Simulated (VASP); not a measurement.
Runs of VASP 6.6.1 on ReP. The structure is that of space group F-43m (No. 216), or close to it. The cells are those of the table. 

```csv
cell,gap on the mesh (eV),pressure (GPa)
"a = 3.719 Å, angles 60.0°, 2 atoms",none,1.2
"a = 3.694 Å, angles 60.0°, 2 atoms",none,5.1
"a = 3.744 Å, angles 60.0°, 2 atoms",none,(b)
"a = 3.700, b = 3.719, c = 3.719 Å, angles 60.3, 60.2, 60.2°, 2 atoms",none,1.2
"a = 3.681 Å, angles 60.0°, 2 atoms",none,7.3
"a = 3.545 Å, angles 60.0°, 2 atoms",none,37.5
"a = 3.768 Å, angles 60.0°, 2 atoms",none,(a)
```

Alike in all rows: level PBEsol; potentials or basis VASP PAW PBE potentials, release 64 (Re, P); no spin polarisation; k mesh 12 × 12 × 12; smearing gaussian 0.05 eV.

Question: Estimate the missing entries.

Answer: (a) -5.5; (b) -2.3.

Caveats: the PAW data sets were made with another functional, which shifts forces and pressure a little; spin-orbit coupling is left out, which moves the levels of the heavy elements; the cell stands under pressure (at least some runs); the cell stands under tension (at least some runs).

A k mesh can miss the band edges, and the runs leave out spin-orbit coupling on Re.

A gap of «none» marks levels without a gap at the run's occupations.
